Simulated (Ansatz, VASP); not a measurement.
## B in VASP and in Ansatz

```
B
1.0
     1.31791   -2.28267    0.00000
     1.31791    2.28267    0.00000
     0.00000    0.00000    6.25132
B
6
Direct
  0.00000 0.50000 0.33333
  0.50000 0.00000 0.66667
  0.50000 0.00000 0.16667
  0.00000 0.50000 0.83333
  0.00000 0.00000 0.50000
  0.50000 0.50000 0.00000
```

Alike in both runs: task relaxation of cell and atoms; functional PBE; k mesh 6 × 6 × 4; occupations gaussian, width 0.1 eV; no spin polarisation.

|  | VASP | Ansatz |
| --- | --- | --- |
| version | VASP 6.6.1 | Ansatz 0.2.0 |
| potentials or method | VASP PAW PBE potentials, release 64 (B), cutoff 600 eV | scalar-relativistic, plane waves, PAW |
| valence electrons in the cell | 18 | 18 |

Ansatz gave:

* gap on the k mesh at the Fermi level, each at its own relaxed structure (eV): none
* relaxed volume (Å³/atom): 6.78
* relaxed length of the cell vector where the two differ most in proportion (Å): 6.885

Q: Estimate VASP's values.

A: gap on the k mesh at the Fermi level, each at its own relaxed structure (eV): none; relaxed volume (Å³/atom): 6.77; relaxed length of the cell vector where the two differ most in proportion (Å): 6.920.

A gap of «none» marks a metal or a gap that the smearing closes.

The k mesh is coarse, so the values compare programs but aren't converged.
